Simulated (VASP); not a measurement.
Input of a VASP 6.6.1 run:

File POSCAR:

```
Ir
1.0
    0.0000000000      1.9221147239      1.9221147239
    1.9221147239      0.0000000000      1.9221147239
    1.9221147239      1.9221147239      0.0000000000
Ir
1
Direct
    0.0000000000      0.0000000000      0.0000000000
```

Contents of INCAR.step1:

```
SYSTEM = Ir
PREC     = Accurate       ! precision mode
ENCUT    = 520            ! plane-wave cutoff, eV
ISMEAR   = 0              ! smearing method
SIGMA    = 0.15           ! smearing width, eV
LREAL    = .FALSE.        ! projectors in reciprocal space
LASPH    = .TRUE.         ! aspherical terms in the spheres
NELM     = 80             ! most SCF steps
NBANDS   = 10             ! bands
GGA      = PE             ! functional
ALGO     = Normal         ! electronic algorithm
EDIFF    = 1E-4           ! SCF threshold, eV
LWAVE    = .TRUE.         ! write WAVECAR
LCHARG   = .FALSE.        ! write CHGCAR
```

The input INCAR.step2:

```
SYSTEM = Ir
PREC     = Accurate       ! precision mode
ENCUT    = 520            ! plane-wave cutoff, eV
EDIFF    = 1E-6           ! SCF threshold, eV
ISMEAR   = 0              ! smearing method
SIGMA    = 0.15           ! smearing width, eV
LREAL    = .FALSE.        ! projectors in reciprocal space
LASPH    = .TRUE.         ! aspherical terms in the spheres
NELM     = 80             ! most SCF steps
ALGO     = Normal         ! electronic algorithm
ISIF     = 2              ! what is computed and relaxed
LWAVE    = .FALSE.        ! write WAVECAR
LCHARG   = .FALSE.        ! write CHGCAR
METAGGA  = R2SCAN         ! meta-GGA
LMIXTAU  = .TRUE.       
NBANDS   = 10             ! bands
ISTART   = 1
```

KPOINTS

```
Automatic mesh
0
G
  30 30 30
  0 0 0
```

Potentials or basis: VASP PAW PBE potentials, release 64 (Ir).

Run with:

```console
$ cat potpaw_PBE.64/Ir/POTCAR > POTCAR
$ cp INCAR.step1 INCAR
$ mpirun -np 1 vasp_std > vasp.out
$ cp INCAR.step2 INCAR
$ mpirun -np 1 vasp_std > vasp.out
```

**Question.** Estimate the pressure.

**Answer.** 2.6 GPa.

Caveat: the PAW data sets were made with another functional, which shifts forces and pressure a little.
